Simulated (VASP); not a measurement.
# CuI (F-43m) in VASP: single point with r2SCAN

Aim: the single point of CuI with r2SCAN.

Everything below comes from runs of VASP 6.6.1. Logs are shortened: lines on timing, memory, paths and dates and some standing lists are left out, and cuts for length are marked.

## (1) The cell of the first run

The structure is cubic, space group F-43m (No. 216). The conventional cell has a = 6.063 Å, b = 6.063 Å, c = 6.063 Å, α = 90.00°, β = 90.00°, γ = 90.00°. Within 3.5 Å of Cu (site symmetry -43m) lie 4 I at 2.63 Å. I (site symmetry -43m) has 4 Cu at 2.63 Å within 3.5 Å.

## (2) Single point, r2SCAN

Contents of POSCAR:

```
CuI
1.0
    0.0000000000      6.0630000000      6.0630000000
    6.0630000000      0.0000000000      6.0630000000
    6.0630000000      6.0630000000      0.0000000000
Cu I
8 8
Direct
    0.1250000000      0.1250000000      0.1250000000
    0.1250000000      0.1250000000      0.6250000000
    0.1250000000      0.6250000000      0.1250000000
    0.1250000000      0.6250000000      0.6250000000
    0.6250000000      0.1250000000      0.1250000000
    0.6250000000      0.1250000000      0.6250000000
    0.6250000000      0.6250000000      0.1250000000
    0.6250000000      0.6250000000      0.6250000000
    0.0000000000      0.0000000000      0.0000000000
    0.0000000000      0.0000000000      0.5000000000
    0.0000000000      0.5000000000      0.0000000000
    0.0000000000      0.5000000000      0.5000000000
    0.5000000000      0.0000000000      0.0000000000
    0.5000000000      0.0000000000      0.5000000000
    0.5000000000      0.5000000000      0.0000000000
    0.5000000000      0.5000000000      0.5000000000
```

Contents of INCAR.step1:

```
PREC = Accurate
ENCUT = 660
ISMEAR = 0
SIGMA = 0.02
LREAL = False
LASPH = True
NELM = 120
NBANDS = 86
GGA = PE
ALGO = Normal
EDIFF = 1E-5
LWAVE = True
LCHARG = False
GGA_COMPAT = False
```

Contents of INCAR.step2:

```
PREC = Accurate
ENCUT = 660
EDIFF = 1E-6
ISMEAR = 0
SIGMA = 0.02
LREAL = False
LASPH = True
NELM = 120
ALGO = Normal
ISIF = 2
LWAVE = False
LCHARG = False
METAGGA = R2SCAN
LMIXTAU = True
NBANDS = 86
ISTART = 1
GGA_COMPAT = False
```

Contents of KPOINTS:

```
regular mesh
0
Gamma
  2 2 2
```

Potentials or basis: VASP PAW PBE potentials, release 64 (Cu, I).

Launch:

```sh
cat potpaw_PBE.64/Cu/POTCAR potpaw_PBE.64/I/POTCAR > POTCAR
cp INCAR.step1 INCAR
mpirun -np 1 vasp_std > vasp.out
cp INCAR.step2 INCAR
mpirun -np 1 vasp_std > vasp.out
```

OUTCAR:

```text
PREC = Accurate
   ENCUT = 660
   EDIFF = 1E-6
   ISMEAR = 0
   LREAL = False
   LASPH = True
   NELM = 120
   ISIF = 2
   METAGGA = R2SCAN
   ISTART = 1

 ion  position               nearest neighbor table
   1  0.125  0.125  0.125-   9 2.63  10 2.63  11 2.63  13 2.63
   2  0.125  0.125  0.625-  10 2.63   9 2.63  12 2.63  14 2.63
   3  0.125  0.625  0.125-  11 2.63   9 2.63  12 2.63  15 2.63
   4  0.125  0.625  0.625-  12 2.63  11 2.63  10 2.63  16 2.63
   5  0.625  0.125  0.125-  13 2.63   9 2.63  14 2.63  15 2.63
   6  0.625  0.125  0.625-  14 2.63  13 2.63  10 2.63  16 2.63
[... 8 lines left out ...]
  15  0.500  0.500  0.000-   7 2.63   5 2.63   3 2.63   8 2.63
  16  0.500  0.500  0.500-   8 2.63   6 2.63   7 2.63   4 2.63

  LATTYP: Found a face centered cubic cell.
 ALAT       =    12.1260000000

  Lattice vectors:

 A1 = (   0.0000000000,   6.0630000000,   6.0630000000)
 A2 = (   6.0630000000,   0.0000000000,   6.0630000000)
 A3 = (   6.0630000000,   6.0630000000,   0.0000000000)

Analysis of symmetry for initial positions (statically):
=====================================================================
 Subroutine PRICEL returns following result:

  LATTYP: Found a face centered cubic cell.
 ALAT       =     6.0630000000

  Lattice vectors:

 A1 = (   0.0000000000,   3.0315000000,   3.0315000000)
 A2 = (   3.0315000000,   0.0000000000,   3.0315000000)
 A3 = (   3.0315000000,   3.0315000000,   0.0000000000)

   8 primitive cells build up your supercell.

 Routine SETGRP: Setting up the symmetry group for a
 face centered cubic supercell.

 Subroutine GETGRP returns: Found 24 space group operations
 (whereof 24 operations were pure point group operations)
 out of a pool of 48 trial point group operations.

The static configuration has the point symmetry T_d .

Analysis of symmetry for dynamics (positions and initial velocities):
=====================================================================
 Subroutine PRICEL returns following result:

  LATTYP: Found a face centered cubic cell.
 ALAT       =     6.0630000000

  Lattice vectors:

 A1 = (   0.0000000000,   3.0315000000,   3.0315000000)
 A2 = (   3.0315000000,   0.0000000000,   3.0315000000)
 A3 = (   3.0315000000,   3.0315000000,   0.0000000000)

   8 primitive cells build up your supercell.

 Routine SETGRP: Setting up the symmetry group for a
 face centered cubic supercell.

 Subroutine GETGRP returns: Found 24 space group operations
 (whereof 24 operations were pure point group operations)
 out of a pool of 48 trial point group operations.

The dynamic configuration has the point symmetry T_d .

 Subroutine INISYM returns: Found 24 space group operations
 (whereof 24 operations are pure point group operations),
 and found     8 'primitive' translations

----------------------------------------------------------------------------------------

                                     Primitive cell

  volume of cell :      55.7189

  direct lattice vectors                    reciprocal lattice vectors
     0.000000000  3.031500000  3.031500000    -0.164934851  0.164934851  0.164934851
     3.031500000  0.000000000  3.031500000     0.164934851 -0.164934851  0.164934851
     3.031500000  3.031500000  0.000000000     0.164934851  0.164934851 -0.164934851

  length of vectors
     4.287188414  4.287188414  4.287188414     0.285675541  0.285675541  0.285675541

  position of ions in fractional coordinates (direct lattice)
     0.250000000  0.250000000  0.250000000
     0.000000000  0.000000000  0.000000000

  ion indices of the primitive-cell ions
   primitive index   ion index
                 1           1
                 2           9

----------------------------------------------------------------------------------------

 KPOINTS: regular mesh

Automatic generation of k-mesh.
 Grid dimensions read from file:
 generate k-points for:    2    2    2

 Generating k-lattice:

  Cartesian coordinates                     Fractional coordinates (reciprocal lattice)
    -0.041233713  0.041233713  0.041233713     0.500000000  0.000000000  0.000000000
     0.041233713 -0.041233713  0.041233713     0.000000000  0.500000000  0.000000000
     0.041233713  0.041233713 -0.041233713     0.000000000  0.000000000  0.500000000

  Length of vectors
     0.071418885  0.071418885  0.071418885

  Shift w.r.t. Gamma in fractional coordinates (k-lattice)
     0.000000000  0.000000000  0.000000000

 Subroutine IBZKPT returns following result:
 ===========================================

 Found      3 irreducible k-points:

 Following reciprocal coordinates:
            Coordinates               Weight
  0.000000  0.000000  0.000000      1.000000
  0.500000  0.000000  0.000000      4.000000
  0.500000  0.500000  0.000000      3.000000
   k-points           NKPTS =      3   k-points in BZ     NKDIM =      3   number of bands    NBANDS=     86
   number of dos      NEDOS =    301   number of ions     NIONS =     16
   total plane-waves  NPLWV = 373248
   dimension x,y,z NGX =    72 NGY =   72 NGZ =   72
   dimension x,y,z NGXF=   144 NGYF=  144 NGZF=  144
   ions per type =               8   8
   NGX,Y,Z   is equivalent  to a cutoff of  13.96, 13.96, 13.96 a.u.
   NGXF,Y,Z  is equivalent  to a cutoff of  27.92, 27.92, 27.92 a.u.
 SYSTEM =  unknown system
   PREC   = accura    normal or accurate (medium, high low for compatibility)
   ISTART =      1    job   : 0-new  1-cont  2-samecut
   ICHARG =      0    charge: 1-file 2-atom 10-const
   ISPIN  =      1    spin polarized calculation?
   LNONCOLLINEAR =      F non collinear calculations
   LSORBIT =      F    spin-orbit coupling
   LASPH  =      T    aspherical Exc in radial PAW
   ENCUT  =  660.0 eV  48.51 Ry    6.96 a.u.  17.96 17.96 17.96*2*pi/ulx,y,z
   NELM   =    120;   NELMIN=  2; NELMDL=  0     # of ELM steps
   EDIFF  = 0.1E-05   stopping-criterion for ELM
   LREAL  =      F    real-space projection
   EDIFFG = 0.1E-04   stopping-criterion for IOM
   NSW    =      0    number of steps for IOM
   IBRION =     -1    ionic relax: 0-MD 1-quasi-New 2-CG
   NFREE  =      0    steps in history (QN), initial steepest desc. (CG)
   ISIF   =      2    stress and relaxation
   ISYM   =      2    0-nonsym 1-usesym 2-fastsym
   POTIM  = 0.5000    time-step for ionic-motion
   TEBEG  =    0.0;   TEEND  =   0.0 temperature during run
   PSTRESS=    0.0 pullay stress
   NELECT =     144.0000    total number of electrons
   NUPDOWN=      -1.0000    fix difference up-down
   EMIN   =  10.00;   EMAX   =-10.00  energy-range for DOS
   EFERMI =   0.00;   METHOD = LEGACY
   ISMEAR =     0;   SIGMA  =   0.02  broadening in eV -4-tet -1-fermi 0-gaus
   EFERMI_NEDOS =   21; number of points for ismear=-14 and -15
   IALGO  =     38    algorithm
   IMIX   =      4    mixing-type and parameters
     AMIX     =   0.40;   BMIX     =  1.00
     AMIX_MAG =   1.60;   BMIX_MAG =  1.00
  volume/ion in A,a.u.               =      27.86       188.00
  Fermi-wavevector in a.u.,A,eV,Ry     =   1.123306  2.122741 17.168055  1.261816
  Thomas-Fermi vector in A             =   2.259971
   LORBIT       =      0    0 simple, 1 ext, 2 COOP (PROOUT), +10 PAW based schemes
   METAGGA = R2SCAN    functional components
   LHFCALC =     F    Hartree Fock is set to
   AEXX    =    0.0000 exact exchange contribution
   IVDW    =     0    specifies the selected vdW correction
   LEPSILON=     F    determine dielectric tensor
   LRPA    =     F    only Hartree local field effects (RPA)
 non-spin polarized calculation
 Gauss-broadening in eV      SIGMA  =   0.02
  energy-cutoff  :      660.00
  volume of cell :      445.75
 maximum number of plane-waves:     17196
 NGX is ok and might be reduce to    72
   NGX = 35   NGY = 35   NGZ = 35

 number of electron     144.0000051 magnetization

 Free energy of the ion-electron system (eV)
  ---------------------------------------------------
  ext. energy  EPLUGINS =         0.00000000
  ---------------------------------------------------
  free energy    TOTEN  =      -286.13020956 eV

  energy without entropy =     -286.13020956  energy(sigma->0) =     -286.13020956

 E-fermi :   4.3621     XC(G=0):  -9.4437

 val. band max:        4.2678399174   @ k =   0.0000   0.0000   0.0000
 cond. band min:       5.8806006959   @ k =   0.0000   0.0000   0.0000
 fundamental gap:      1.6127607785
 Fermi energy:         4.3620993581

 k-point     1 :       0.0000    0.0000    0.0000
  band No.  band energies     occupation
      1     -10.2491      2.00000
      2      -9.6683      2.00000
      3      -9.6683      2.00000
      4      -9.6683      2.00000
      5      -9.6683      2.00000
      6      -9.4707      2.00000
[... 76 lines left out ...]
     83       7.4478      0.00000
     84       9.5092      0.00000

 k-point     2 :       0.5000    0.0000    0.0000
  band No.  band energies     occupation
      1      -9.9779      2.00000
      2      -9.9779      2.00000
      3      -9.5742      2.00000
      4      -9.5742      2.00000
      5      -9.5742      2.00000
      6      -9.5742      2.00000
[... 76 lines left out ...]
     83       9.2236      0.00000
     84       9.2236      0.00000

 k-point     3 :       0.5000    0.5000    0.0000
  band No.  band energies     occupation
      1      -9.8868      2.00000
      2      -9.8868      2.00000
      3      -9.6789      2.00000
      4      -9.6789      2.00000
      5      -9.6789      2.00000
      6      -9.6789      2.00000
[... 76 lines left out ...]
     83       9.1607      0.00000
     84       9.1607      0.00000
 [bands above 84 left out]

------------------------ aborting loop because EDIFF is reached ----------------------------------------

  FORCE on cell =-STRESS in cart. coord.  units (eV):
  Direction    XX          YY          ZZ          XY          YZ          ZX
  --------------------------------------------------------------------------------------
  -------------------------------------------------------------------------------------
  Total       -1.7733938     -1.7733938     -1.7733938      0.0000000      0.0000000     -0.0000000
  in kB       -6.3741617     -6.3741617     -6.3741617      0.0000000      0.0000000     -0.0000000
  external PRESSURE =      -6.3741617 kB  Pullay stress =       0.0000000 kB

 VOLUME and BASIS-vectors are now :
 -----------------------------------------------------------------------------
  energy-cutoff  :      660.00
  volume of cell :      445.75
      direct lattice vectors                 reciprocal lattice vectors
     0.000000000  6.063000000  6.063000000    -0.082467425  0.082467425  0.082467425
     6.063000000  0.000000000  6.063000000     0.082467425 -0.082467425  0.082467425
     6.063000000  6.063000000  0.000000000     0.082467425  0.082467425 -0.082467425

 POSITION                                       TOTAL-FORCE (eV/Angst)
 -----------------------------------------------------------------------------------
      1.51575      1.51575      1.51575        -0.000000      0.000000     -0.000000
      4.54725      4.54725      1.51575        -0.000000      0.000000     -0.000000
      4.54725      1.51575      4.54725        -0.000000      0.000000     -0.000000
      7.57875      4.54725      4.54725        -0.000000     -0.000000     -0.000000
      1.51575      4.54725      4.54725        -0.000000      0.000000     -0.000000
      4.54725      7.57875      4.54725        -0.000000      0.000000     -0.000000
[... 8 lines left out ...]
      3.03150      3.03150      6.06300         0.000000     -0.000000      0.000000
      6.06300      6.06300      6.06300         0.000000     -0.000000      0.000000
 -----------------------------------------------------------------------------------
    total drift:                               -0.000001     -0.000001     -0.000001

  FREE ENERGIE OF THE ION-ELECTRON SYSTEM (eV)
  ---------------------------------------------------
  free  energy   TOTEN  =      -286.1302095627 eV

  energy  without entropy=     -286.1302095627  energy(sigma->0) =     -286.13020956
```

Run time: 15 min. Hardware: 1 thread of Intel Xeon Platinum 8559C (Emerald Rapids), shared host; peak memory 0.83 GiB.

What came out:

* Free energy: -286.1302 eV
* Pressure: -0.6 GPa
* Band gap on the k mesh: 1.61 eV

Levels at points of the mesh, in eV from the valence-band top:
```
           k point  band 69  band 70  band 71  band 72  band 73  band 74  band 75  band 76
(0.00, 0.00, 0.00)    -0.71     0.00     0.00     0.00     1.61     2.55     2.55     2.55
(0.50, 0.00, 0.00)    -0.37    -0.37    -0.37    -0.37     2.70     2.70     3.49     3.49
(0.50, 0.50, 0.00)    -0.68    -0.68    -0.68    -0.68     3.56     3.56     3.73     3.73
```

Caveat: the k points lie up to 0.45 Å⁻¹ apart; the PAW data sets were made with another functional, which shifts forces and pressure a little; spin-orbit coupling is left out, which moves the levels of the heavy elements. r2SCAN opens gaps a little over a GGA but as a rule still falls short of measured ones.
